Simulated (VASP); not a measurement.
Here is a VASP 6.6.1 calculation.

The input POSCAR:

```
Y
1.0
    0.0000000000      2.4850000000      2.2054375000
    2.4850000000      0.0000000000      2.2054375000
    2.4850000000      2.4850000000      0.0000000000
Y
1
Direct
    0.0000000000      0.0000000000      0.0000000000
```

Contents of INCAR.step1:

```
ALGO = Normal ; EDIFF = 1E-4
ENCUT = 520 ; GGA = PE
ISMEAR = 0 ; LASPH = T
LCHARG = F ; LREAL = F
LWAVE = T ; NBANDS = 12
NELM = 100 ; PREC = Accurate
SIGMA = 0.15
```

INCAR.step2

```
ALGO = Normal ; EDIFF = 1E-6
ENCUT = 520 ; ISIF = 2
ISMEAR = 0 ; ISTART = 1
LASPH = T ; LCHARG = F
LMIXTAU = T ; LREAL = F
LWAVE = F ; METAGGA = R2SCAN
NBANDS = 12 ; NELM = 100
PREC = Accurate ; SIGMA = 0.15
```

KPOINTS

```
k-points
0
Gamma
  16 16 16
```

Potentials or basis: VASP PAW PBE potentials, release 64 (Y_sv).

Command:

```sh
$ cat potpaw_PBE.64/Y_sv/POTCAR > POTCAR
$ cp INCAR.step1 INCAR
$ mpirun -np 1 vasp_std > vasp.out
$ cp INCAR.step2 INCAR
$ mpirun -np 1 vasp_std > vasp.out
```

Task: Estimate the pressure.

Result: 10.1 GPa.

Task: What does it give for the band gap on the k mesh?

Result: Zero (an odd number of electrons rules out a gap without spin polarisation).

Stress tensor (GPa, compression positive):
```
 9.45  0.00  0.00
 0.00  9.45  0.00
 0.00  0.00 11.49
```

Caveat: the cell differs from its parent crystal (strain -0.1125 x Voigt [0, 0, 1, 0, 0, 0]); the cell stands under pressure; the PAW data sets were made with another functional, which shifts forces and pressure a little.
